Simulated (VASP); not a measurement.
# BaO (Fm-3m) in VASP: settings compared

Aim: see how the results for BaO move with the level of theory and the settings. Levels: PBEsol, PBE0. Tasks: single point.

All numbers are computed with VASP 6.6.1; they aren't measurements. Logs are shortened: lines on timing, memory, paths and dates and some standing lists are left out, and cuts for length are marked.

## Step 1: The cell of the first run

The structure is cubic, space group Fm-3m (No. 225). Conventional cell: a = 5.491 Å, b = 5.491 Å, c = 5.491 Å, α = 90.00°, β = 90.00°, γ = 90.00°. Ba (site symmetry m-3m) has 6 O at 2.75 Å within 3.6 Å. O (site symmetry m-3m) has 6 Ba at 2.75 Å within 3.6 Å.

## Step 2: Single point, PBEsol

File INCAR:

```
PREC = Accurate
ENCUT = 1340
EDIFF = 1E-6
ISMEAR = -1
SIGMA = 0.02
LREAL = F
LASPH = T
NELM = 120
ALGO = Normal
ISIF = 2
LWAVE = F
LCHARG = F
GGA = PS
NBANDS = 15
GGA_COMPAT = F
```

File KPOINTS:

```
regular mesh
0
Gamma
  8 8 8
```

File POSCAR:

```
BaO
1.0
    0.0000000000      2.7452695448      2.7452695448
    2.7452695448      0.0000000000      2.7452695448
    2.7452695448      2.7452695448      0.0000000000
Ba O
1 1
Direct
    0.0000000000      0.0000000000      0.0000000000
    0.5000000000      0.5000000000      0.5000000000
```

Potentials or basis: VASP PAW PBE potentials, release 64 (Ba_sv, O_h).

On the command line:

```sh
> cat potpaw_PBE.64/Ba_sv/POTCAR potpaw_PBE.64/O_h/POTCAR > POTCAR
> mpirun -np 1 vasp_std > vasp.out
```

OUTCAR:

```text
PREC = Accurate
   ENCUT = 1340
   EDIFF = 1E-6
   ISMEAR = -1
   LREAL = F
   LASPH = T
   NELM = 120
   ISIF = 2
   GGA = PS

 ion  position               nearest neighbor table
   1  0.000  0.000  0.000-   2 2.75   2 2.75   2 2.75   2 2.75   2 2.75   2 2.75
   2  0.500  0.500  0.500-   1 2.75   1 2.75   1 2.75   1 2.75   1 2.75   1 2.75

  LATTYP: Found a face centered cubic cell.
 ALAT       =     5.4905390896

  Lattice vectors:

 A1 = (   0.0000000000,   2.7452695448,   2.7452695448)
 A2 = (   2.7452695448,   0.0000000000,   2.7452695448)
 A3 = (   2.7452695448,   2.7452695448,   0.0000000000)

Analysis of symmetry for initial positions (statically):
=====================================================================
 Subroutine PRICEL returns:
 Original cell was already a primitive cell.

 Routine SETGRP: Setting up the symmetry group for a
 face centered cubic supercell.

 Subroutine GETGRP returns: Found 48 space group operations
 (whereof 48 operations were pure point group operations)
 out of a pool of 48 trial point group operations.

The static configuration has the point symmetry O_h .

Analysis of symmetry for dynamics (positions and initial velocities):
=====================================================================
 Subroutine PRICEL returns:
 Original cell was already a primitive cell.

 Routine SETGRP: Setting up the symmetry group for a
 face centered cubic supercell.

 Subroutine GETGRP returns: Found 48 space group operations
 (whereof 48 operations were pure point group operations)
 out of a pool of 48 trial point group operations.

The dynamic configuration has the point symmetry O_h .

 Subroutine INISYM returns: Found 48 space group operations
 (whereof 48 operations are pure point group operations),
 and found     1 'primitive' translations

----------------------------------------------------------------------------------------

                                     Primitive cell

  volume of cell :      41.3795

  direct lattice vectors                    reciprocal lattice vectors
     0.000000000  2.745269545  2.745269545    -0.182131478  0.182131478  0.182131478
     2.745269545  0.000000000  2.745269545     0.182131478 -0.182131478  0.182131478
     2.745269545  2.745269545  0.000000000     0.182131478  0.182131478 -0.182131478

  length of vectors
     3.882397423  3.882397423  3.882397423     0.315460974  0.315460974  0.315460974

  position of ions in fractional coordinates (direct lattice)
     0.000000000  0.000000000  0.000000000
     0.500000000  0.500000000  0.500000000

  ion indices of the primitive-cell ions
   primitive index   ion index
                 1           1
                 2           2

----------------------------------------------------------------------------------------

 KPOINTS: regular mesh

Automatic generation of k-mesh.
 Grid dimensions read from file:
 generate k-points for:    8    8    8

 Generating k-lattice:

  Cartesian coordinates                     Fractional coordinates (reciprocal lattice)
    -0.022766435  0.022766435  0.022766435     0.125000000  0.000000000  0.000000000
     0.022766435 -0.022766435  0.022766435     0.000000000  0.125000000  0.000000000
     0.022766435  0.022766435 -0.022766435     0.000000000  0.000000000  0.125000000

  Length of vectors
     0.039432622  0.039432622  0.039432622

  Shift w.r.t. Gamma in fractional coordinates (k-lattice)
     0.000000000  0.000000000  0.000000000

 Subroutine IBZKPT returns following result:
 ===========================================

 Found     29 irreducible k-points:

 Following reciprocal coordinates:
            Coordinates               Weight
  0.000000  0.000000  0.000000      1.000000
  0.125000  0.000000  0.000000      8.000000
  0.250000  0.000000  0.000000      8.000000
  0.375000  0.000000  0.000000      8.000000
  0.500000  0.000000  0.000000      4.000000
  0.125000  0.125000  0.000000      6.000000
[... 16 lines left out ...]
  0.500000  0.250000  0.125000     48.000000
 -0.375000  0.250000  0.125000     24.000000
 [... further k-points ...]
   k-points           NKPTS =     29   k-points in BZ     NKDIM =     29   number of bands    NBANDS=     15
   number of dos      NEDOS =    301   number of ions     NIONS =      2
   total plane-waves  NPLWV = 110592
   dimension x,y,z NGX =    48 NGY =   48 NGZ =   48
   dimension x,y,z NGXF=    96 NGYF=   96 NGZF=   96
   ions per type =               1   1
   NGX,Y,Z   is equivalent  to a cutoff of  20.55, 20.55, 20.55 a.u.
   NGXF,Y,Z  is equivalent  to a cutoff of  41.11, 41.11, 41.11 a.u.
 SYSTEM =  unknown system
   PREC   = accura    normal or accurate (medium, high low for compatibility)
   ISTART =      0    job   : 0-new  1-cont  2-samecut
   ICHARG =      2    charge: 1-file 2-atom 10-const
   ISPIN  =      1    spin polarized calculation?
   LNONCOLLINEAR =      F non collinear calculations
   LSORBIT =      F    spin-orbit coupling
   LASPH  =      T    aspherical Exc in radial PAW
   ENCUT  = 1340.0 eV  98.49 Ry    9.92 a.u.  11.59 11.59 11.59*2*pi/ulx,y,z
   NELM   =    120;   NELMIN=  2; NELMDL= -5     # of ELM steps
   EDIFF  = 0.1E-05   stopping-criterion for ELM
   LREAL  =      F    real-space projection
[... 7 lines left out ...]
   TEBEG  =    0.0;   TEEND  =   0.0 temperature during run
   PSTRESS=    0.0 pullay stress
   NELECT =      16.0000    total number of electrons
   NUPDOWN=      -1.0000    fix difference up-down
   EMIN   =  10.00;   EMAX   =-10.00  energy-range for DOS
   EFERMI =   0.00;   METHOD = LEGACY
   ISMEAR =    -1;   SIGMA  =   0.02  broadening in eV -4-tet -1-fermi 0-gaus
   EFERMI_NEDOS =   21; number of points for ismear=-14 and -15
   IALGO  =     38    algorithm
   IMIX   =      4    mixing-type and parameters
     AMIX     =   0.40;   BMIX     =  1.00
     AMIX_MAG =   1.60;   BMIX_MAG =  1.00
  volume/ion in A,a.u.               =      20.69       139.62
  Fermi-wavevector in a.u.,A,eV,Ry     =   1.192669  2.253817 19.353726  1.422459
  Thomas-Fermi vector in A             =   2.328701
   LORBIT       =      0    0 simple, 1 ext, 2 COOP (PROOUT), +10 PAW based schemes
   GGA     = PS    functional components
   LHFCALC =     F    Hartree Fock is set to
   AEXX    =    0.0000 exact exchange contribution
   IVDW    =     0    specifies the selected vdW correction
   LEPSILON=     F    determine dielectric tensor
   LRPA    =     F    only Hartree local field effects (RPA)
 non-spin polarized calculation
  energy-cutoff  :     1340.00
  volume of cell :       41.38
 maximum number of plane-waves:      4645
 NGX is ok and might be reduce to    48
   NGX = 23   NGY = 23   NGZ = 23

 number of electron      16.0000000 magnetization

 Free energy of the ion-electron system (eV)
  ---------------------------------------------------
  ext. energy  EPLUGINS =         0.00000000
  ---------------------------------------------------
  free energy    TOTEN  =       -12.39941727 eV

  energy without entropy =      -12.39941727  energy(sigma->0) =      -12.39941727

 E-fermi :   2.5029     XC(G=0):  -9.9801

 val. band max:        2.0811165366   @ k =   0.5000   0.5000   0.0000
 cond. band min:       3.8529912029   @ k =   0.5000   0.5000   0.0000
 fundamental gap:      1.7718746663
 Fermi energy:         2.5028741172

 k-point     1 :       0.0000    0.0000    0.0000
  band No.  band energies     occupation
      1     -23.7695      2.00000
      2     -12.9284      2.00000
      3      -8.2047      2.00000
      4      -8.2047      2.00000
      5      -8.2047      2.00000
      6       1.6550      2.00000
      7       1.6550      2.00000
      8       1.6550      2.00000
      9       5.5560      0.00000
     10       6.6933      0.00000
     11       6.6933      0.00000
     12       6.6933      0.00000
     13       9.0491      0.00000
     14       9.0491      0.00000
     15      11.8480      0.00000

 k-point     2 :       0.1250    0.0000    0.0000
  band No.  band energies     occupation
      1     -23.7284      2.00000
      2     -13.0472      2.00000
      3      -8.2429      2.00000
      4      -8.2242      2.00000
      5      -8.2242      2.00000
      6       1.2988      2.00000
      7       1.4412      2.00000
      8       1.4412      2.00000
      9       6.2101      0.00000
     10       6.5672      0.00000
     11       6.9954      0.00000
     12       6.9954      0.00000
     13       9.4708      0.00000
     14       9.4708      0.00000
     15      12.8547      0.00000

 k-point     3 :       0.2500    0.0000    0.0000
  band No.  band energies     occupation
      1     -23.6265      2.00000
      2     -13.3350      2.00000
      3      -8.3281      2.00000
      4      -8.2703      2.00000
      5      -8.2703      2.00000
      6       0.6382      2.00000
      7       0.9878      2.00000
      8       0.9878      2.00000
      9       6.4552      0.00000
     10       7.8148      0.00000
     11       7.8148      0.00000
     12       7.8521      0.00000
     13      10.5113      0.00000
     14      10.5113      0.00000
     15      15.0319      0.00000

 k-point     4 :       0.3750    0.0000    0.0000
  band No.  band energies     occupation
      1     -23.5204      2.00000
      2     -13.6239      2.00000
      3      -8.4042      2.00000
      4      -8.3147      2.00000
      5      -8.3147      2.00000
      6       0.1102      2.00000
      7       0.5976      2.00000
      8       0.5976      2.00000
      9       6.7514      0.00000
     10       8.8140      0.00000
     11       8.8140      0.00000
     12       9.4931      0.00000
     13      11.8210      0.00000
     14      11.8210      0.00000
     15      16.0614      0.00000
[... 307 lines left out ...]
 k-point    22 :       0.3750    0.2500    0.1250
  band No.  band energies     occupation
      1     -23.5530      2.00000
      2     -13.3790      2.00000
      3      -8.6751      2.00000
      4      -8.4687      2.00000
      5      -8.3585      2.00000
      6       0.5053      2.00000
      7       0.9689      2.00000
      8       1.6196      2.00000
      9       5.5737      0.00000
     10       7.7640      0.00000
     11       8.7298      0.00000
     12       9.1096      0.00000
     13      10.7901      0.00000
     14      11.5181      0.00000
     15      16.5369      0.00000

 k-point    23 :       0.5000    0.2500    0.1250
  band No.  band energies     occupation
      1     -23.4692      2.00000
      2     -13.5083      2.00000
      3      -8.8773      2.00000
      4      -8.7280      2.00000
      5      -8.3303      2.00000
      6       0.5121      2.00000
      7       0.7836      2.00000
      8       1.4558      2.00000
      9       6.1051      0.00000
     10       8.0540      0.00000
     11       9.5179      0.00000
     12       9.6526      0.00000
     13      11.7439      0.00000
     14      13.2061      0.00000
     15      14.9249      0.00000

 k-point    24 :      -0.3750    0.2500    0.1250
  band No.  band energies     occupation
      1     -23.4337      2.00000
      2     -13.5632      2.00000
      3      -8.8976      2.00000
      4      -8.8927      2.00000
      5      -8.3196      2.00000
      6       0.3976      2.00000
      7       1.0635      2.00000
      8       1.1281      2.00000
      9       6.8658      0.00000
     10       7.4823      0.00000
     11      10.0252      0.00000
     12      10.0432      0.00000
     13      12.3406      0.00000
     14      13.9515      0.00000
     15      14.2993      0.00000

 [... further k-points ...]
[... 5 lines left out ...]
  --------------------------------------------------------------------------------------
  -------------------------------------------------------------------------------------
  Total        0.4703403      0.4703403      0.4703403      0.0000000      0.0000000      0.0000000
  in kB       18.2111675     18.2111675     18.2111675      0.0000000      0.0000000      0.0000000
  external PRESSURE =      18.2111675 kB  Pullay stress =       0.0000000 kB

 VOLUME and BASIS-vectors are now :
 -----------------------------------------------------------------------------
  energy-cutoff  :     1340.00
  volume of cell :       41.38
      direct lattice vectors                 reciprocal lattice vectors
     0.000000000  2.745269545  2.745269545    -0.182131478  0.182131478  0.182131478
     2.745269545  0.000000000  2.745269545     0.182131478 -0.182131478  0.182131478
     2.745269545  2.745269545  0.000000000     0.182131478  0.182131478 -0.182131478

 POSITION                                       TOTAL-FORCE (eV/Angst)
 -----------------------------------------------------------------------------------
      0.00000      0.00000      0.00000        -0.000000     -0.000000     -0.000000
      2.74527      2.74527      2.74527         0.000000      0.000000      0.000000
 -----------------------------------------------------------------------------------
    total drift:                               -0.000000     -0.000000     -0.000000

  FREE ENERGIE OF THE ION-ELECTRON SYSTEM (eV)
  ---------------------------------------------------
  free  energy   TOTEN  =       -12.3994172653 eV

  energy  without entropy=      -12.3994172653  energy(sigma->0) =      -12.39941727
```

Run time: 56 s. Hardware: 1 thread of Intel Xeon Platinum 8259CL at 2.50GHz (Skylake/Cascade Lake), shared host; peak memory 0.35 GiB.

Results:

- Free energy: -12.3994 eV
- Pressure: 1.8 GPa
- Band gap on the k mesh: 1.77 eV

Levels at points of the mesh, in eV from the valence-band top:
```
           k point  band 4  band 5  band 6  band 7  band 8  band 9  band 10  band 11  band 12  band 13
(0.00, 0.00, 0.00)  -10.29  -10.29   -0.43   -0.43   -0.43    3.47     4.61     4.61     4.61     6.97
(0.50, 0.00, 0.00)  -10.41  -10.41   -2.17   -1.63   -1.63    4.88     7.22     7.22     8.15    10.73
(0.50, 0.50, 0.00)  -10.93  -10.93   -0.20   -0.20    0.00    1.77     6.03     9.02     9.38     9.95
```

Caveat: the PAW data sets were made with another functional, which shifts forces and pressure a little; spin-orbit coupling is left out, which moves the levels of the heavy elements.

## Step 3: Single point, PBE0

This run uses another cell than the first one, of 21.30 Å³/atom.

File POSCAR:

```
BaO
1.0
    0.0000000000      2.7720143000      2.7720143000
    2.7720143000      0.0000000000      2.7720143000
    2.7720143000      2.7720143000      0.0000000000
Ba O
1 1
Direct
    0.0000000000      0.0000000000      0.0000000000
    0.5000000000      0.5000000000      0.5000000000
```

File INCAR.step1:

```
SYSTEM = BaO
PREC = Accurate
ENCUT = 520
EDIFF = 1E-5
ISMEAR = -1
SIGMA = 0.02
LREAL = .FALSE.
LASPH = .TRUE.
NELM = 120
ALGO = Normal
ISIF = 2
LWAVE = .TRUE.
GGA = PE
NBANDS = 15
GGA_COMPAT = .FALSE.
KPAR = 4
```

File INCAR.step2:

```
SYSTEM = BaO
PREC = Accurate
ENCUT = 520
EDIFF = 1E-6
ISMEAR = -1
SIGMA = 0.02
LREAL = .FALSE.
LASPH = .TRUE.
NELM = 120
ALGO = Normal
ISIF = 2
LWAVE = .FALSE.
LCHARG = .TRUE.
GGA = PE
LHFCALC = .TRUE.
AEXX = 0.25
PRECFOCK = Normal
LVHAR = .TRUE.
ISTART = 1
NBANDS = 15
GGA_COMPAT = .FALSE.
KPAR = 4
```

File KPOINTS:

```
Automatic mesh
0
G
  8 8 8
  0 0 0
```

Potentials or basis: VASP PAW PBE potentials, release 64 (Ba_sv, O).

On the command line:

```sh
> cat potpaw_PBE.64/Ba_sv/POTCAR potpaw_PBE.64/O/POTCAR > POTCAR
> cp INCAR.step1 INCAR
> mpirun -np 4 vasp_std > vasp.out
> cp INCAR.step2 INCAR
> mpirun -np 4 vasp_std > vasp.out
```

OUTCAR:

```text
SYSTEM = BaO
   PREC = Accurate
   ENCUT = 520
   EDIFF = 1E-6
   ISMEAR = -1
   LREAL = .FALSE.
   LASPH = .TRUE.
   NELM = 120
   ISIF = 2
   GGA = PE
   LHFCALC = .TRUE.
   AEXX = 0.25
   PRECFOCK = Normal
   ISTART = 1

 ion  position               nearest neighbor table
   1  0.000  0.000  0.000-   2 2.77   2 2.77   2 2.77   2 2.77   2 2.77   2 2.77
   2  0.500  0.500  0.500-   1 2.77   1 2.77   1 2.77   1 2.77   1 2.77   1 2.77

  LATTYP: Found a face centered cubic cell.
 ALAT       =     5.5440286000

  Lattice vectors:

[... 619 lines left out ...]
     11      10.6920      0.00000
     12      10.7600      0.00000
     13      13.1283      0.00000
     14      14.6864      0.00000
     15      15.0808      0.00000

 [... further k-points ...]
[... 5 lines left out ...]
  --------------------------------------------------------------------------------------
  -------------------------------------------------------------------------------------
  Total        0.2781499      0.2781499      0.2781499      0.0000000      0.0000000     -0.0000000
  in kB       10.4609967     10.4609967     10.4609967      0.0000000      0.0000000     -0.0000000
  external PRESSURE =      10.4609967 kB  Pullay stress =       0.0000000 kB

 VOLUME and BASIS-vectors are now :
 -----------------------------------------------------------------------------
  energy-cutoff  :      520.00
  volume of cell :       42.60
      direct lattice vectors                 reciprocal lattice vectors
     0.000000000  2.772014300  2.772014300    -0.180374250  0.180374250  0.180374250
     2.772014300  0.000000000  2.772014300     0.180374250 -0.180374250  0.180374250
     2.772014300  2.772014300  0.000000000     0.180374250  0.180374250 -0.180374250

 POSITION                                       TOTAL-FORCE (eV/Angst)
 -----------------------------------------------------------------------------------
      0.00000      0.00000      0.00000         0.000000     -0.000000      0.000000
      2.77201      2.77201      2.77201        -0.000000      0.000000     -0.000000
 -----------------------------------------------------------------------------------
    total drift:                                0.000000      0.000000      0.000000

  FREE ENERGIE OF THE ION-ELECTRON SYSTEM (eV)
  ---------------------------------------------------
  free  energy   TOTEN  =       -14.4488960636 eV

  energy  without entropy=      -14.4488960636  energy(sigma->0) =      -14.44889606
```

OUTCAR.step1:

```text
SYSTEM = BaO
   PREC = Accurate
   ENCUT = 520
   EDIFF = 1E-5
   ISMEAR = -1
   LREAL = .FALSE.
[... 654 lines left out ...]
      0.00000      0.00000      0.00000         0.000000      0.000000     -0.000000
      2.77201      2.77201      2.77201        -0.000000     -0.000000      0.000000
 -----------------------------------------------------------------------------------
    total drift:                                0.000000      0.000000      0.000000

  FREE ENERGIE OF THE ION-ELECTRON SYSTEM (eV)
  ---------------------------------------------------
  free  energy   TOTEN  =       -11.7948060587 eV

  energy  without entropy=      -11.7948060587  energy(sigma->0) =      -11.79480606
```

Run time: 24 min. Hardware: 4 MPI ranks of Intel Xeon Platinum 8488C (Sapphire Rapids), shared host; peak memory 0.22 GiB.

Results:

```
Free energy            : -14.4489 eV
Pressure               : 1.0 GPa
Band gap on the k mesh : 3.99 eV
```

Caveat: the PAW data sets were made with another functional, which shifts forces and pressure a little; spin-orbit coupling is left out, which moves the levels of the heavy elements. A k mesh can miss the band edges.
